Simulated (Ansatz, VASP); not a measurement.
## Ni3O in VASP and in Ansatz

The input INCAR:

```
SYSTEM = Ni3O
ALGO     = Normal         ! electronic algorithm
EDIFF    = 1E-7           ! SCF threshold, eV
EDIFFG   = -0.04          ! ionic threshold
ENCUT    = 600            ! plane-wave cutoff, eV
GGA      = PE             ! functional
IBRION   = 2              ! ionic algorithm
ISIF     = 3              ! what is computed and relaxed
ISMEAR   = 0              ! smearing method
ISPIN    = 2              ! spin polarisation
LASPH    = .TRUE.         ! aspherical terms in the spheres
LCHARG   = .FALSE.        ! write CHGCAR
LMAXMIX  = 4              ! l up to which the mixer works
LORBIT   = 11             ! projections on sites
LREAL    = .FALSE.        ! projectors in reciprocal space
LWAVE    = .FALSE.        ! write WAVECAR
MAGMOM   = 2 2 2 0        ! initial moments
NELM     = 150            ! most SCF steps
NSW      = 90             ! ionic steps
PREC     = Accurate       ! precision mode
SIGMA    = 0.1            ! smearing width, eV
```

Contents of KPOINTS:

```
k-points
0
G
  6 6 6
  0 0 0
```

POSCAR

```
Ni3O
1.0
    0.0000000000      2.5372305500      2.5372305500
    2.5372305500      0.0000000000      2.5372305500
    2.5372305500      2.5372305500      0.0000000000
Ni O
3 1
Direct
    0.2500000000      0.2500000000      0.2500000000
    0.7500000000      0.7500000000      0.7500000000
    0.5000000000      0.5000000000      0.5000000000
    0.0000000000      0.0000000000      0.0000000000
```

Input for Ansatz:

```yaml
crystal:
  lattice:
    - [0.0, 2.53723055, 2.53723055]
    - [2.53723055, 0.0, 2.53723055]
    - [2.53723055, 2.53723055, 0.0]
  atoms:
    - { symbol: Ni, position: [0.25, 0.25, 0.25], spin: 2.0 }
    - { symbol: Ni, position: [0.75, 0.75, 0.75], spin: 2.0 }
    - { symbol: Ni, position: [0.5, 0.5, 0.5], spin: 2.0 }
    - { symbol: O, position: [0.0, 0.0, 0.0] }
basis:
  ecutwfc: 420
kpoints:
  mp_grid: { grid: [6, 6, 6] }
hamiltonian:
  xc: pbe
scf:
  occupations: { method: gaussian, width: 0.1 }
  lower_state_search: "off"
output:
  forces: true
  stress: true
  eigenvalues: true
  populations: true
magnetization:
  spin_polarized: true
relax:
  adjacent_minimum: "off"
  f_tol: 0.04
  max_steps: 70
  cell: { stress_tol: 0.4 }
```

Change from the starting cell: species swapped into the Mn3Si type (Fm-3m, No. 225).

Alike in both runs: task relaxation of cell and atoms; functional PBE; k mesh 6 × 6 × 6; occupations gaussian, width 0.1 eV; collinear spin.

```csv
,VASP,Ansatz
version,VASP 6.6.1,Ansatz 0.2.0
potentials or method,"VASP PAW PBE potentials, release 64 (Ni, O), cutoff 600 eV","scalar-relativistic, plane waves, PAW"
valence electrons in the cell,36,60
```

```tsv
	VASP	Ansatz	Ansatz less VASP
gap on the k mesh at the Fermi level, each at its own relaxed structure (eV)	none	none	-
net moment per atom (μB)	0.72	0.73	+0.012
size of the moment on the site where the two differ most (μB)	0.84	0.89	+0.058
relaxed volume (Å³/atom)	10.49	10.49	0.000
relaxed length of the cell vector where the two differ most in proportion (Å)	3.900	3.900	+0.0001
```

Site moments also hang on the region over which each program counts them. A gap of «none» marks a metal or a gap that the smearing closes. VASP's potentials hold 36 valence electrons a cell and Ansatz's 60, so a difference there can come from the potentials and not from the codes.

Noted on VASP's run: the volume moved by over 15 % at a fixed basis, so the end points are rough.
